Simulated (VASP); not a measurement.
# TiSi2 (P6/mmm) in VASP: notebook, part 2 of 3

VASP 6.6.1. Earlier steps stand in the parts before.

## Step 3: Single point, PBE

This run uses another cell than the first one, of 14.15 Å³/atom.

The input, INCAR:

```
SYSTEM = TiSi2
ALGO = Normal
EDIFF = 1E-6
ENCUT = 520
GGA = PE
ISIF = 2
ISMEAR = 0
LASPH = .True.
LCHARG = .False.
LREAL = .False.
LWAVE = .False.
NBANDS = 17
NELM = 60
PREC = Accurate
SIGMA = 0.1
```

The input, KPOINTS:

```
k-points
0
Gamma
  12 12 18
  0 0 0
```

The input, POSCAR:

```
TiSi2
1.0
    4.3747707920      0.0000000000      0.0000000000
   -2.1873853960      3.7886626416      0.0000000000
    0.0000000000      0.0000000000      2.5610997484
Ti Si
1 2
Direct
    0.0000000000      0.0000000000      0.0000000000
    0.3333333333      0.6666666667      0.5000000000
    0.6666666667      0.3333333333      0.5000000000
```

Potentials or basis: VASP PAW PBE potentials, release 64 (Ti_sv, Si).

The run is started by

```console
$ cat potpaw_PBE.64/Ti_sv/POTCAR potpaw_PBE.64/Si/POTCAR > POTCAR
$ mpirun -np 1 vasp_std > vasp.out
```

OUTCAR:

```text
SYSTEM = TiSi2
   EDIFF = 1E-6
   ENCUT = 520
   GGA = PE
   ISIF = 2
   ISMEAR = 0
   LASPH = .True.
   LREAL = .False.
   NELM = 60
   PREC = Accurate

 ion  position               nearest neighbor table
   1  0.000  0.000  0.000-   2 2.83   3 2.83   2 2.83   3 2.83   2 2.83   2 2.83   3 2.83   3 2.83
                             3 2.83   3 2.83   2 2.83   2 2.83
   2  0.333  0.667  0.500-   3 2.53   3 2.53   3 2.53   1 2.83   1 2.83   1 2.83   1 2.83   1 2.83
                             1 2.83
   3  0.667  0.333  0.500-   2 2.53   2 2.53   2 2.53   1 2.83   1 2.83   1 2.83   1 2.83   1 2.83
                             1 2.83

  LATTYP: Found a hexagonal cell.
 ALAT       =     4.3747707920
 C/A-ratio  =     0.5854248989

  Lattice vectors:

 A1 = (   4.3747707920,   0.0000000000,   0.0000000000)
 A2 = (  -2.1873853960,   3.7886626416,   0.0000000000)
 A3 = (   0.0000000000,   0.0000000000,   2.5610997484)

Analysis of symmetry for initial positions (statically):
=====================================================================
 Subroutine PRICEL returns:
 Original cell was already a primitive cell.

 Routine SETGRP: Setting up the symmetry group for a
[... 173 lines left out ...]
 val. band max:       10.6060438729   @ k =   0.2500   0.0000   0.2222
 cond. band min:      10.6236088395   @ k =   0.3333   0.1667   0.4444
 fundamental gap:      0.0175649665
 Fermi energy:        10.6174751842

 k-point     1 :       0.0000    0.0000    0.0000
  band No.  band energies     occupation
      1     -46.1338      2.00000
      2     -22.4645      2.00000
      3     -22.4645      2.00000
      4     -21.7814      2.00000
      5      -2.6211      2.00000
      6       5.3356      2.00000
[... 457 lines left out ...]
      4     -21.8148      2.00000
      5      -1.5086      2.00000
      6       1.5546      2.00000
[... 9 lines left out ...]
     16      16.9983      0.00000
     17      19.0843      0.00000

 [... further k-points ...]

------------------------ aborting loop because EDIFF is reached ----------------------------------------

  FORCE on cell =-STRESS in cart. coord.  units (eV):
  Direction    XX          YY          ZZ          XY          YZ          ZX
  --------------------------------------------------------------------------------------
  -------------------------------------------------------------------------------------
  Total       -0.0224166     -0.0224166     -0.0250683      0.0000000     -0.0000000      0.0000000
  in kB       -0.8460821     -0.8460821     -0.9461672      0.0000000     -0.0000000      0.0000000
  external PRESSURE =      -0.8794438 kB  Pullay stress =       0.0000000 kB

 VOLUME and BASIS-vectors are now :
 -----------------------------------------------------------------------------
  energy-cutoff  :      520.00
  volume of cell :       42.45
      direct lattice vectors                 reciprocal lattice vectors
     4.374770792  0.000000000  0.000000000     0.228583404  0.131972690  0.000000000
    -2.187385396  3.788662642  0.000000000     0.000000000  0.263945380  0.000000000
     0.000000000  0.000000000  2.561099748     0.000000000  0.000000000  0.390457264

 POSITION                                       TOTAL-FORCE (eV/Angst)
 -----------------------------------------------------------------------------------
      0.00000      0.00000      0.00000         0.000000      0.000000      0.000000
     -0.00000      2.52578      1.28055        -0.000000      0.000000      0.000000
      2.18739      1.26289      1.28055         0.000000     -0.000000      0.000000
 -----------------------------------------------------------------------------------
    total drift:                                0.000000     -0.000000      0.000000

  FREE ENERGIE OF THE ION-ELECTRON SYSTEM (eV)
  ---------------------------------------------------
  free  energy   TOTEN  =       -19.4398886460 eV

  energy  without entropy=      -19.4306651302  energy(sigma->0) =      -19.43527689
```

OSZICAR:

```text
N       E                     dE             d eps       ncg     rms          rms(c)
DAV:   1     0.131743090735E+03    0.13174E+03   -0.96556E+03  6460   0.121E+03
DAV:   2    -0.121745237601E+02   -0.14392E+03   -0.14021E+03  6640   0.313E+02
DAV:   3    -0.208704537589E+02   -0.86959E+01   -0.84946E+01  9799   0.712E+01
DAV:   4    -0.211037137676E+02   -0.23326E+00   -0.23258E+00  7742   0.107E+01
DAV:   5    -0.211114986409E+02   -0.77849E-02   -0.77818E-02  9618   0.186E+00    0.118E+01
DAV:   6    -0.202848766501E+02    0.82662E+00   -0.21280E+01  8319   0.338E+01    0.664E+00
DAV:   7    -0.194867079430E+02    0.79817E+00   -0.58392E+00  8146   0.184E+01    0.385E+00
DAV:   8    -0.194584730880E+02    0.28235E-01   -0.58761E-01  7685   0.676E+00    0.148E+00
DAV:   9    -0.194394328327E+02    0.19040E-01   -0.98147E-02  7468   0.301E+00    0.378E-01
DAV:  10    -0.194399752220E+02   -0.54239E-03   -0.48952E-03  9119   0.653E-01    0.164E-01
DAV:  11    -0.194398804734E+02    0.94749E-04   -0.11591E-03  8031   0.317E-01    0.789E-02
DAV:  12    -0.194398885421E+02   -0.80687E-05   -0.11023E-04  7980   0.933E-02    0.918E-03
DAV:  13    -0.194398886460E+02   -0.10393E-06   -0.25232E-06  7378   0.146E-02
   1 F= -.19439889E+02 E0= -.19435277E+02  d E =-.922352E-02
```

It took 1.9 min on 1 thread of Intel Xeon Platinum 8375C at 2.90GHz (Ice Lake), shared host; peak memory 0.26 GiB.

What came out:

| Property | Result |
| --- | --- |
| Free energy | -19.4399 eV |
| Pressure | -0.1 GPa |
| Band gap on the k mesh | zero (bands 10 and 11 overlap by 3.00 eV) |

Levels at points of the mesh, in eV from the Fermi level:
```tsv
k point	band 6	band 7	band 8	band 9	band 10	band 11	band 12	band 13	band 14	band 15
(0.00, 0.00, 0.00)	-5.28	-5.28	-5.14	-1.66	-1.02	-1.02	2.85	2.85	3.33	3.33
(0.50, 0.00, 0.00)	-10.27	-5.38	-4.19	-0.82	-0.65	2.41	2.54	2.79	3.51	5.51
(0.00, 0.00, 0.50)	-7.11	-2.32	-2.32	-0.90	-0.90	-0.89	-0.33	-0.33	1.31	4.41
(0.50, 0.00, 0.50)	-5.43	-5.31	-4.59	-3.81	0.92	1.15	1.18	1.69	2.20	2.43
```

## Step 4: Single point, PBE

This run uses another cell than the first one, of 14.15 Å³/atom.

The input, INCAR:

```
  ALGO = Normal
  EDIFF = 1E-6
  ENCUT = 520
  GGA = PE
  ISIF = 2
  ISMEAR = 0
  LASPH = T
  LCHARG = T
  LELF = T
  LREAL = F
  LVHAR = T
  LWAVE = F
  NBANDS = 17
  NELM = 100
  PREC = Accurate
  SIGMA = 0.1
```

The input, KPOINTS:

```
k-points
0
Gamma
  12 12 18
```

POSCAR is that of step 3.

The run is started by

```console
$ cat potpaw_PBE.64/Ti_sv/POTCAR potpaw_PBE.64/Si/POTCAR > POTCAR
$ mpirun -np 1 vasp_std > vasp.out
```

Run time: 1.7 min. Hardware: 1 thread of Intel Xeon Platinum 8375C at 2.90GHz (Ice Lake), shared host; peak memory 0.26 GiB.

Results (log left out):

```yaml
Free_energy: -19.4399 eV
Pressure: -0.1 GPa
Band_gap_on_the_k_mesh: zero (bands 10 and 11 overlap by 3.00 eV)
```

Levels at points of the mesh, in eV from the Fermi level:
```
           k point  band 8  band 9  band 10  band 11  band 12  band 13
(0.00, 0.00, 0.00)   -5.14   -1.66    -1.02    -1.02     2.85     2.85
(0.50, 0.00, 0.00)   -4.19   -0.82    -0.65     2.41     2.54     2.79
(0.00, 0.00, 0.50)   -2.32   -0.90    -0.90    -0.89    -0.33    -0.33
(0.50, 0.00, 0.50)   -4.59   -3.81     0.92     1.15     1.18     1.69
```

## Step 5: Single point, PBE

This run uses another cell than the first one, of 14.17 Å³/atom.

The input, INCAR:

```
PREC = Accurate ; ENCUT = 520
EDIFF = 1E-6 ; ISMEAR = 0
SIGMA = 0.1 ; LREAL = False
LASPH = True ; NELM = 100
ALGO = Normal ; ISIF = 2
LWAVE = False ; LCHARG = False
GGA = PE ; NBANDS = 17
```

The input, KPOINTS:

```
Automatic mesh
0
Gamma
  12 12 14
```

The input, POSCAR:

```
TiSi2
1.0
    4.3729622700      0.0000000000      0.0000000000
   -2.1864811350      3.7870964156      0.0000000000
    0.0000000000      0.0000000000      2.5664420246
Ti Si
1 2
Direct
    0.0000000000      0.0000000000      0.0000000000
    0.3333333333      0.6666666667      0.5000000000
    0.6666666667      0.3333333333      0.5000000000
```

The run is started by

```console
$ cat potpaw_PBE.64/Ti_sv/POTCAR potpaw_PBE.64/Si/POTCAR > POTCAR
$ mpirun -np 1 vasp_std > vasp.out
```

Wall time 82 s (1 thread of Intel Xeon Platinum 8375C at 2.90GHz (Ice Lake), shared host); peak memory 0.24 GiB.

The run converged. Its results:

| Quantity | Value |
| --- | --- |
| Free energy | -19.4406 eV |
| Pressure | -0.1 GPa |
| Band gap on the k mesh | zero (bands 10 and 11 overlap by 2.98 eV) |

Levels at points of the mesh, in eV from the Fermi level:
| k point | band 8 | band 9 | band 10 | band 11 | band 12 | band 13 |
| --- | --- | --- | --- | --- | --- | --- |
| (0.00, 0.00, 0.00) | -5.11 | -1.68 | -1.01 | -1.01 | 2.80 | 2.80 |
| (0.50, 0.00, 0.00) | -4.18 | -0.82 | -0.65 | 2.41 | 2.49 | 2.75 |
| (0.00, 0.00, 0.50) | -2.33 | -0.91 | -0.91 | -0.86 | -0.34 | -0.34 |
| (0.50, 0.00, 0.50) | -4.58 | -3.82 | 0.90 | 1.13 | 1.16 | 1.67 |

## Step 6: Relaxation of cell and atoms, PBE

The input, INCAR:

```
ALGO     = Normal         # electronic algorithm
EDIFF    = 1E-6           # SCF threshold, eV
EDIFFG   = -0.01          # ionic threshold
ENCUT    = 600            # plane-wave cutoff, eV
GGA      = PE             # functional
IBRION   = 2              # ionic algorithm
ISIF     = 3              # what is computed and relaxed
ISMEAR   = 0              # smearing method
LASPH    = True           # aspherical terms in the spheres
LCHARG   = False          # write CHGCAR
LREAL    = False          # projectors in reciprocal space
LWAVE    = False          # write WAVECAR
NELM     = 80             # most SCF steps
NSW      = 100            # ionic steps
PREC     = Accurate       # precision mode
SIGMA    = 0.1            # smearing width, eV
```

The input, KPOINTS:

```
k-points
0
Gamma
  12 12 14
```

The input, POSCAR:

```
TiSi2
1.0
    4.0153492817      0.0000000000      0.0000000000
   -2.0076746409      3.4773944830      0.0000000000
    0.0000000000      0.0000000000      3.1586447397
Ti Si
1 2
Direct
    0.0000000000      0.0000000000      0.0000000000
    0.3333333333      0.6666666667      0.5000000000
    0.6666666667      0.3333333333      0.5000000000
```

Potentials or basis: VASP PAW PBE potentials, release 64 (Ti_sv, Si).

The run is started by

```console
$ cat potpaw_PBE.64/Ti_sv/POTCAR potpaw_PBE.64/Si/POTCAR > POTCAR
$ mpirun -np 1 vasp_std > vasp.out
```

OUTCAR:

```text
EDIFF = 1E-6
   EDIFFG = -0.01
   ENCUT = 600
   GGA = PE
   IBRION = 2
   ISIF = 3
   ISMEAR = 0
   LASPH = True
   LREAL = False
   NELM = 80
   NSW = 100
   PREC = Accurate

 ion  position               nearest neighbor table
   1  0.000  0.000  0.000-   2 2.81   3 2.81   2 2.81   3 2.81   3 2.81   3 2.81   2 2.81   2 2.81
                             3 2.81   3 2.81   2 2.81   2 2.81
   2  0.333  0.667  0.500-   3 2.32   3 2.32   3 2.32   1 2.81   1 2.81   1 2.81   1 2.81   1 2.81
                             1 2.81
   3  0.667  0.333  0.500-   2 2.32   2 2.32   2 2.32   1 2.81   1 2.81   1 2.81   1 2.81   1 2.81
                             1 2.81

  LATTYP: Found a hexagonal cell.
 ALAT       =     4.0153492817
 C/A-ratio  =     0.7866425853

  Lattice vectors:

 A1 = (   4.0153492817,   0.0000000000,   0.0000000000)
 A2 = (  -2.0076746409,   3.4773944830,   0.0000000000)
 A3 = (   0.0000000000,   0.0000000000,   3.1586447397)
[... 391 lines left out ...]
      8       5.5067      2.00000
      9       8.9331      2.00000
     10       9.6045      2.00000
     11       9.6045      2.00000
     12      13.4191      0.00000
     13      13.4191      0.00000
     14      13.9292      0.00000
[... 377 lines left out ...]
      1     -46.1565      2.00000
      2     -22.4953      2.00000
      3     -22.4870      2.00000
      4     -21.8829      2.00000
      5      -1.4589      2.00000
      6       1.6089      2.00000
      7       5.3471      2.00000
      8       6.9577      2.00000
      9       9.7647      2.00000
     10       9.9161      2.00000
     11      11.1757      0.00000
     12      12.8563      0.00000
     13      13.1937      0.00000
     14      14.4364      0.00000

 [... further k-points ...]

------------------------ aborting loop because EDIFF is reached ----------------------------------------

  FORCE on cell =-STRESS in cart. coord.  units (eV):
  Direction    XX          YY          ZZ          XY          YZ          ZX
  --------------------------------------------------------------------------------------
  -------------------------------------------------------------------------------------
  Total        0.0167777      0.0167777      0.0181319     -0.0000000      0.0000000     -0.0000000
  in kB        0.6329796      0.6329796      0.6840706     -0.0000000      0.0000000     -0.0000000
  external PRESSURE =       0.6500100 kB  Pullay stress =       0.0000000 kB
[... 18 lines left out ...]
  FREE ENERGIE OF THE ION-ELECTRON SYSTEM (eV)
  ---------------------------------------------------
  free  energy   TOTEN  =       -19.4407806793 eV

  energy  without entropy=      -19.4315600873  energy(sigma->0) =      -19.43617038

 reached required accuracy - stopping structural energy minimisation
```

CONTCAR:

```text
TiSi2
   1.00000000000000
     4.3715808652999470   -0.0000000000053524   -0.0000000000000003
    -2.1857904327090427    3.7859000840251733   -0.0000000000000007
    -0.0000000000000003   -0.0000000000000001    2.5659395003200109
  Ti              Si
     1     2
Direct
     0.0000000000000000    0.0000000000000000    0.0000000000000000
     0.3333333332999970    0.6666666667000030    0.5000000000000000
     0.6666666667000030    0.3333333332999970    0.5000000000000000

  0.00000000E+00  0.00000000E+00  0.00000000E+00
  0.00000000E+00  0.00000000E+00  0.00000000E+00
  0.00000000E+00  0.00000000E+00  0.00000000E+00
```

Wall time 21 min (1 thread of Intel Xeon Platinum 8375C at 2.90GHz (Ice Lake), shared host); peak memory 0.27 GiB.

What came out:

```yaml
Free_energy: -19.4408 eV
Relaxed_volume: 14.16 Å³/atom
Relaxed_cell: a = 4.372 Å, b = 4.372 Å, c = 2.566 Å, α = 90.00°, β = 90.00°, γ = 120.00°
Space_group_after_relaxing_to_0.1_Å: P6/mmm (No. 191)
Energy_gained_by_relaxing: 188.6 meV/atom
Ionic_steps: 29
Pressure_after_relaxing: 0.1 GPa
Band_gap_on_the_k_mesh: zero (bands 10 and 11 overlap by 2.98 eV)
```

Step by step:
```
step  energy change (eV)  largest force (eV/Å)  pressure (GPa)  volume (Å³)
   1              0.0000                0.0000            1.15        44.10
   2             -0.0012                0.0000           -0.84        44.78
   3             -0.0018                0.0000           -0.13        44.53
   4             -0.0022                0.0000           -0.14        44.50
   5             -0.0032                0.0000           -0.13        44.41
   6             -0.0064                0.0000           -0.07        44.22
   7             -0.0358                0.0000            0.09        43.82
   8             -0.2402                0.0000            0.32        42.91
   9             -0.5287                0.0000            6.41        40.64
  10             -0.5358                0.0000            4.08        41.18
  11             -0.5401                0.0000            5.16        40.92
  12             -0.5401                0.0000            5.15        40.92
  13             -0.5402                0.0000            5.18        40.91
  14             -0.5403                0.0000            5.22        40.90
  15             -0.5404                0.0000            5.23        40.91
  16             -0.5406                0.0000            5.20        40.91
  17             -0.5411                0.0000            5.16        40.93
  18             -0.5421                0.0000            5.03        40.96
  19             -0.5441                0.0000            4.80        41.02
  20             -0.5477                0.0000            4.36        41.15
  21             -0.5539                0.0000            3.48        41.40
  22             -0.5623                0.0000            1.81        41.90
  23             -0.5641                0.0000           -1.26        42.91
  24             -0.5657                0.0000           -0.13        42.51
  25             -0.5657                0.0000           -0.01        42.47
  26             -0.5658                0.0000           -0.01        42.47
  27             -0.5659                0.0000            0.01        42.47
  28             -0.5659                0.0000            0.08        42.47
  29             -0.5659                0.0000            0.07        42.47
```

Final structure:
```xyz
3
Lattice="4.3716 0.0000 0.0000 -2.1858 3.7859 0.0000 0.0000 0.0000 2.5659" Properties=species:S:1:pos:R:3 pbc="T T T"
Ti    0.0000    0.0000    0.0000
Si    0.0000    2.5239    1.2830
Si    2.1858    1.2620    1.2830
```

Caveat: a cell axis changed by over 15 % at a fixed basis, so the end point is rough.

(Part 2 of 3 ends here.)

The gap in the log of VASP goes by the Fermi energy; the results here count the filled bands.